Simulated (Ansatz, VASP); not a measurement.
**Ti: VASP beside Ansatz**

```
Ti
1.0
     2.89674    0.00000    0.00000
    -1.44837    2.50865    0.00000
     0.00000    0.00000    4.57596
Ti
2
Direct
  0.33333 0.66667 0.25000
  0.66667 0.33333 0.75000
```

Alike in both runs: task relaxation of cell and atoms; functional PBE; k mesh 18 × 18 × 10; occupations gaussian, width 0.1 eV; no spin polarisation.

|  | VASP | Ansatz |
| --- | --- | --- |
| version | VASP 6.6.1 | Ansatz 0.2.0 |
| potentials or method | VASP PAW PBE potentials, release 64 (Ti_sv), cutoff 600 eV | scalar-relativistic, plane waves, PAW |
| valence electrons in the cell | 24 | 24 |

```csv
,VASP,Ansatz,Ansatz less VASP
"gap on the k mesh at the Fermi level, each at its own relaxed structure (eV)",none,none,-
relaxed volume (Å³/atom),17.35,17.39,+0.040
relaxed cell length with the largest relative difference (Å),2.937,2.939,+0.0025
```

A gap of «none» marks a metal or a gap that the smearing closes.
